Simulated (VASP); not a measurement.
# SiPbO2 (P6_3mc) in VASP: further runs

Runs on SiPbO2. Level: PBE. Tasks: single point, relaxation of cell and atoms.

Program: VASP 6.6.1. These are calculated values, not measurements. Logs are shortened: lines on timing, memory, paths and dates and some standing lists are left out, and cuts for length are marked.

## Step 1: The cell of the first run

Symmetry: P6_3mc, No. 186, hexagonal system. The conventional cell has a = 2.612 Å, b = 2.612 Å, c = 10.060 Å, α = 90.00°, β = 90.00°, γ = 120.00°. Si (site symmetry 3m) has 6 O at 1.75 Å within 2.3 Å. Pb (site symmetry 3m) has 6 O at 2.22 Å and 1 Si at 2.51 Å and 6 Pb at 2.61 Å within 2.9 Å. Within 2.3 Å of O (site symmetry 3m) lie 3 Si at 1.75 Å and 3 Pb at 2.22 Å. O (site symmetry 3m) has 3 Si at 1.75 Å and 3 Pb at 2.22 Å within 2.3 Å.

## Step 2: Single point, PBE

File INCAR:

```
SYSTEM = SiPbO2
PREC = Accurate
ENCUT = 520
EDIFF = 1E-6
ISMEAR = 0
SIGMA = 0.1
LREAL = .FALSE.
LASPH = .TRUE.
NELM = 100
ALGO = Normal
ISIF = 2
LWAVE = .FALSE.
LCHARG = .FALSE.
GGA = PE
NBANDS = 40
```

File KPOINTS:

```
Automatic mesh
0
G
  6 6 2
  0 0 0
```

File POSCAR:

```
SiPbO2
1.0
    2.6123874500      0.0000000000      0.0000000000
   -1.3061937200      2.2623938900      0.0000000000
    0.0000000000      0.0000000000     10.0598458500
Si Pb O
2 2 4
Direct
    0.6666666700      0.3333333300      0.0880720300
    0.3333333300      0.6666666700      0.5880720300
    0.6666666700      0.3333333300      0.3380720300
    0.3333333300      0.6666666700      0.8380720300
    0.3333333300      0.6666666700      0.1761440500
    0.0000000000      0.0000000000      0.0000000000
    0.6666666700      0.3333333300      0.6761440500
    0.0000000000      0.0000000000      0.5000000000
```

Potentials or basis: VASP PAW PBE potentials, release 64 (Si, Pb_d, O).

On the command line:

```sh
> cat potpaw_PBE.64/Si/POTCAR potpaw_PBE.64/Pb_d/POTCAR potpaw_PBE.64/O/POTCAR > POTCAR
> mpirun -np 1 vasp_std > vasp.out
```

OUTCAR:

```text
SYSTEM = SiPbO2
   PREC = Accurate
   ENCUT = 520
   EDIFF = 1E-6
   ISMEAR = 0
   LREAL = .FALSE.
   LASPH = .TRUE.
   NELM = 100
   ISIF = 2
   GGA = PE

 ion  position               nearest neighbor table
   1  0.667  0.333  0.088-   5 1.75   5 1.75   5 1.75   6 1.75   6 1.75   6 1.75   3 2.51   4 2.93
                             4 2.93   4 2.93   3 3.63   3 3.63   3 3.63   3 3.63   3 3.63   3 3.63
   2  0.333  0.667  0.588-   7 1.75   7 1.75   7 1.75   8 1.75   8 1.75   8 1.75   4 2.51   3 2.93
                             3 2.93   3 2.93   4 3.63   4 3.63   4 3.63   4 3.63   4 3.63   4 3.63
   3  0.667  0.333  0.338-   8 2.22   8 2.22   8 2.22   5 2.22   5 2.22   5 2.22   1 2.51   2 2.93
                             2 2.93   2 2.93   1 3.63   1 3.63   1 3.63   1 3.63   1 3.63   1 3.63
   4  0.333  0.667  0.838-   6 2.22   6 2.22   6 2.22   7 2.22   7 2.22   7 2.22   2 2.51   1 2.93
                             1 2.93   1 2.93   2 3.63   2 3.63   2 3.63   2 3.63   2 3.63   2 3.63
   5  0.333  0.667  0.176-   1 1.75   1 1.75   1 1.75   3 2.22   3 2.22   3 2.22
   6  0.000  0.000  0.000-   1 1.75   1 1.75   1 1.75   4 2.22   4 2.22   4 2.22
   7  0.667  0.333  0.676-   2 1.75   2 1.75   2 1.75   4 2.22   4 2.22   4 2.22
   8  0.000  0.000  0.500-   2 1.75   2 1.75   2 1.75   3 2.22   3 2.22   3 2.22

  LATTYP: Found a hexagonal cell.
 ALAT       =     2.6123874500
 C/A-ratio  =     3.8508245972

  Lattice vectors:

 A1 = (   2.6123874500,   0.0000000000,   0.0000000000)
 A2 = (  -1.3061937200,   2.2623938900,   0.0000000000)
 A3 = (   0.0000000000,   0.0000000000,  10.0598458500)

Analysis of symmetry for initial positions (statically):
=====================================================================
 Subroutine PRICEL returns:
 Original cell was already a primitive cell.

 Routine SETGRP: Setting up the symmetry group for a
 hexagonal supercell.

 Subroutine GETGRP returns: Found 12 space group operations
 (whereof  6 operations were pure point group operations)
 out of a pool of 24 trial point group operations.

The static configuration has the point symmetry C_3v.
 The point group associated with its full space group is C_6v.

Analysis of symmetry for dynamics (positions and initial velocities):
=====================================================================
 Subroutine PRICEL returns:
 Original cell was already a primitive cell.

 Routine SETGRP: Setting up the symmetry group for a
 hexagonal supercell.

 Subroutine GETGRP returns: Found 12 space group operations
 (whereof  6 operations were pure point group operations)
 out of a pool of 24 trial point group operations.

[... 110 lines left out ...]
   POTIM  = 0.5000    time-step for ionic-motion
   TEBEG  =    0.0;   TEEND  =   0.0 temperature during run
   PSTRESS=    0.0 pullay stress
   NELECT =      60.0000    total number of electrons
   NUPDOWN=      -1.0000    fix difference up-down
   EMIN   =  10.00;   EMAX   =-10.00  energy-range for DOS
   EFERMI =   0.00;   METHOD = LEGACY
   ISMEAR =     0;   SIGMA  =   0.10  broadening in eV -4-tet -1-fermi 0-gaus
   EFERMI_NEDOS =   21; number of points for ismear=-14 and -15
   IALGO  =     38    algorithm
   IMIX   =      4    mixing-type and parameters
     AMIX     =   0.40;   BMIX     =  1.00
     AMIX_MAG =   1.60;   BMIX_MAG =  1.00
  volume/ion in A,a.u.               =       7.43        50.15
  Fermi-wavevector in a.u.,A,eV,Ry     =   1.642075  3.103071 36.686869  2.696409
  Thomas-Fermi vector in A             =   2.732438
   LORBIT       =      0    0 simple, 1 ext, 2 COOP (PROOUT), +10 PAW based schemes
   GGA     = PE    functional components
   LHFCALC =     F    Hartree Fock is set to
   AEXX    =    0.0000 exact exchange contribution
   IVDW    =     0    specifies the selected vdW correction
   LEPSILON=     F    determine dielectric tensor
   LRPA    =     F    only Hartree local field effects (RPA)
 non-spin polarized calculation
 Gauss-broadening in eV      SIGMA  =   0.10
  energy-cutoff  :      520.00
  volume of cell :       59.46
 maximum number of plane-waves:      1629
 NGX is ok and might be reduce to    20
   NGX =  9   NGY =  9   NGZ = 37

 number of electron      60.0000001 magnetization

 Free energy of the ion-electron system (eV)
  ---------------------------------------------------
  ext. energy  EPLUGINS =         0.00000000
  ---------------------------------------------------
  free energy    TOTEN  =       -19.59175783 eV

  energy without entropy =      -19.58314731  energy(sigma->0) =      -19.58745257

 E-fermi :  21.9267     XC(G=0): -14.6632

 val. band max:       21.9168977839   @ k =   0.3333   0.0000   0.0000
 cond. band min:      22.0313150223   @ k =   0.3333   0.0000   0.0000
 fundamental gap:      0.1144172384
 Fermi energy:        21.9267058053

 k-point     1 :       0.0000    0.0000    0.0000
  band No.  band energies     occupation
      1      -9.5394      2.00000
      2      -9.2480      2.00000
      3      -6.3938      2.00000
      4      -5.6620      2.00000
      5      -0.3991      2.00000
      6      -0.2723      2.00000
[... 591 lines left out ...]
     39      28.0325      0.00000
     40      28.0325      0.00000

------------------------ aborting loop because EDIFF is reached ----------------------------------------

  FORCE on cell =-STRESS in cart. coord.  units (eV):
  Direction    XX          YY          ZZ          XY          YZ          ZX
  --------------------------------------------------------------------------------------
  -------------------------------------------------------------------------------------
  Total       93.9370862     93.9370856    108.8744824      0.0000002      0.0000000      0.0000000
  in kB     2531.3402986   2531.3402847   2933.8611206      0.0000056      0.0000000      0.0000000
  external PRESSURE =    2665.5139013 kB  Pullay stress =       0.0000000 kB

 VOLUME and BASIS-vectors are now :
 -----------------------------------------------------------------------------
  energy-cutoff  :      520.00
  volume of cell :       59.46
      direct lattice vectors                 reciprocal lattice vectors
     2.612387450  0.000000000  0.000000000     0.382791611  0.221004839  0.000000000
    -1.306193720  2.262393890  0.000000000     0.000000000  0.442009680  0.000000000
     0.000000000  0.000000000 10.059845850     0.000000000  0.000000000  0.099405102

 POSITION                                       TOTAL-FORCE (eV/Angst)
 -----------------------------------------------------------------------------------
      1.30619      0.75413      0.88599        -0.000000     -0.000000     -0.708338
     -0.00000      1.50826      5.91591         0.000000     -0.000000     -0.708338
      1.30619      0.75413      3.40095        -0.000000      0.000000      1.182660
     -0.00000      1.50826      8.43088         0.000000     -0.000000      1.182660
     -0.00000      1.50826      1.77198        -0.000000      0.000000     -6.865802
      0.00000      0.00000      0.00000        -0.000000     -0.000000      6.391479
      1.30619      0.75413      6.80190         0.000000     -0.000000     -6.865802
      0.00000      0.00000      5.02992         0.000000     -0.000000      6.391479
 -----------------------------------------------------------------------------------
    total drift:                                0.000003     -0.000002      0.000705

  FREE ENERGIE OF THE ION-ELECTRON SYSTEM (eV)
  ---------------------------------------------------
  free  energy   TOTEN  =       -19.5917578281 eV

  energy  without entropy=      -19.5831473137  energy(sigma->0) =      -19.58745257
```

stdout:

```text
POSCAR found type information on POSCAR SiPbO
 POSCAR found :  3 types and       8 ions
 scaLAPACK will be used
 LDA part: xc-table for (Slater+PW92), standard interpolation
 POSCAR, INCAR and KPOINTS ok, starting setup
 FFT: planning ... GRIDC
 FFT: planning ... GRID_SOFT
 FFT: planning ... GRID
 WAVECAR not read
 entering main loop
```

It took 30 s on 1 thread of Intel Xeon Platinum 8488C (Sapphire Rapids), shared host; peak memory 0.18 GiB.

Results:

```yaml
Free_energy: -19.5918 eV
Pressure: 266.6 GPa
Largest_force: 6.866 eV/Å
Band_gap_on_the_k_mesh: zero (band 30 reaches 22.93 eV, above the bottom of band 31 at 20.34 eV)
```

Forces on the atoms (eV/Å):
```
Si   0.000  0.000 -0.708
Si   0.000  0.000 -0.708
Pb   0.000  0.000  1.183
Pb   0.000  0.000  1.183
O    0.000  0.000 -6.866
O    0.000  0.000  6.391
O    0.000  0.000 -6.866
O    0.000  0.000  6.391
```

Caveat: the k points lie up to 0.46 Å⁻¹ apart; spin-orbit coupling is left out, which moves the levels of the heavy elements; forces of over 1 eV/Å act on the atoms, so gaps and moduli don't describe the material at rest.

(Continued in part 2 of 2.)
